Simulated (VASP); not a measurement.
Set up this calculation in VASP 6.6.1, as the native input.

| Quantity | Value |
| --- | --- |
| Task | single point |
| Functional | PBE |
| Potentials or basis | VASP PAW PBE potentials, release 64 (Sr_sv, O) |
| Cutoff | 520 eV |
| k mesh | 12 × 12 × 12 |
| Occupations | gaussian, width 0.05 eV |
| Spin | no spin polarisation |
| Dipole correction | no |
| Further INCAR settings | ALGO = Normal; EDIFF = 1e-07; NBANDS = 15 |

The structure of SrO lies in POSCAR:

```
SrO
1.0
    0.0000000000      2.5624070697      2.5624070697
    2.5624070697      0.0000000000      2.5624070697
    2.5624070697      2.5624070697      0.0000000000
Sr O
1 1
Direct
    0.5000000000      0.5000000000      0.5000000000
    0.0000000000      0.0000000000      0.0000000000
```

This cell differs from its parent crystal: volume scaled by 0.960.

These files were run (other wordings do the same):

INCAR

```
  PREC = Accurate
  ENCUT = 520
  EDIFF = 1E-7
  ISMEAR = 0
  SIGMA = 0.05
  LREAL = False
  LASPH = True
  NELM = 100
  ALGO = Normal
  ISIF = 2
  LWAVE = False
  LCHARG = True
  GGA = PE
  LELF = True
  LVHAR = True
  NBANDS = 15
```

KPOINTS

```
Automatic mesh
0
Gamma
  12 12 12
```

Potentials or basis: VASP PAW PBE potentials, release 64 (Sr_sv, O).

Launch:

```bash
$ cat potpaw_PBE.64/Sr_sv/POTCAR potpaw_PBE.64/O/POTCAR > POTCAR
$ mpirun -np 1 vasp_std > vasp.out
```

Results of the run:

```yaml
Pressure: 4.4 GPa
Band_gap_on_the_k_mesh: 3.26 eV, indirect (least direct gap 3.34 eV)
```

Run time: 93 s on 1 thread of AMD EPYC 7R13 (shared host), peak memory 0.15 GiB.
